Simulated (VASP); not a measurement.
Input of a VASP 6.6.1 run:

File INCAR:

```
SYSTEM = Si
PREC     = Accurate       ! precision mode
ENCUT    = 520            ! plane-wave cutoff, eV
EDIFF    = 1E-7           ! SCF threshold, eV
ISMEAR   = 0              ! smearing method
SIGMA    = 0.05           ! smearing width, eV
LREAL    = .FALSE.        ! projectors in reciprocal space
LASPH    = .TRUE.         ! aspherical terms in the spheres
NELM     = 60             ! most SCF steps
ALGO     = Normal         ! electronic algorithm
ISIF     = 2              ! what is computed and relaxed
LWAVE    = .FALSE.        ! write WAVECAR
LCHARG   = .TRUE.         ! write CHGCAR
GGA      = PS             ! functional
LELF     = .TRUE.         ! ELF
LVHAR    = .TRUE.       
NBANDS   = 16             ! bands
```

The input KPOINTS:

```
regular mesh
0
G
  12 12 6
  0 0 0
```

POSCAR

```
Si
1.0
    3.7983681303      0.0000000000     -0.0766263492
   -1.8991840652      3.2835108610      0.0383131746
   -0.1266524400      0.0000000000      6.1663906727
Si
4
Direct
    0.3274229651      0.5996975176      0.0605359273
    0.6809597332      0.4003024824      0.5783499139
    0.2722745425      0.5996975176      0.4394640727
    0.7193427592      0.4003024824      0.9216500861
```

Potentials or basis: VASP PAW PBE potentials, release 64 (Si).

The run is started by

```bash
$ cat potpaw_PBE.64/Si/POTCAR > POTCAR
$ mpirun -np 1 vasp_std > vasp.out
```

(1) Predict the largest force.

(2) Estimate the pressure.

(3) What does it give for the band gap on the k mesh?

Answers

(1) 3.141 eV/Å.

(2) 10.6 GPa.

(3) zero (bands 8 and 9 overlap by 1.21 eV).

Caveat: the cell differs from its parent crystal (strained and its atoms moved); the cell stands under pressure; the PAW data sets were made with another functional, which shifts forces and pressure a little.
